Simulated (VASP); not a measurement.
## Sr6Ir: single point with PBE

Crystal: Sr6Ir.

```
CELL_PARAMETERS angstrom
0.00000 5.28373 5.28373
5.28373 0.00000 5.28373
5.28373 5.28373 0.00000
ATOMIC_POSITIONS crystal
Sr 0.50000 0.50000 0.00000
Sr 0.50000 0.00000 0.50000
Sr 0.00000 0.00000 0.50000
Sr 0.00000 0.50000 0.00000
Sr 0.00000 0.50000 0.50000
Sr 0.50000 0.00000 0.00000
Ir 0.00000 0.00000 0.00000
```

| Quantity | Value |
| --- | --- |
| Program | VASP 6.6.1 |
| Task | single point |
| Functional | PBE |
| Potentials or basis | VASP PAW PBE potentials, release 64 (Sr_sv, Ir) |
| Cutoff | 520 eV |
| k mesh | 6 × 6 × 6 |
| Occupations | gaussian, width 0.1 eV |
| Spin | no spin polarisation |

- Pressure: 0.0 GPa
- Band gap on the k mesh: zero (an odd number of electrons rules out a gap without spin polarisation)

Levels at points of the mesh, in eV from the Fermi level:
| k point | band 31 | band 32 | band 33 | band 34 | band 35 | band 36 | band 37 | band 38 | band 39 | band 40 |
| --- | --- | --- | --- | --- | --- | --- | --- | --- | --- | --- |
| (0.00, 0.00, 0.00) | -1.29 | -0.83 | -0.08 | -0.08 | -0.08 | 0.98 | 1.14 | 1.14 | 1.14 | 1.14 |
| (0.50, 0.00, 0.00) | -0.95 | -0.82 | -0.32 | -0.03 | -0.03 | 0.40 | 0.52 | 0.76 | 0.76 | 1.10 |
| (0.50, 0.50, 0.00) | -0.89 | -0.84 | -0.84 | -0.37 | -0.30 | -0.13 | 1.05 | 1.05 | 1.09 | 1.15 |

Wall time 11 min on 1 thread of Intel(R) Xeon(R) Platinum 8375C CPU @ 2.90GHz (Ice Lake), on a shared host, peak memory 0.52 GiB.

Caveat: spin-orbit coupling is left out, which moves the levels of the heavy elements.
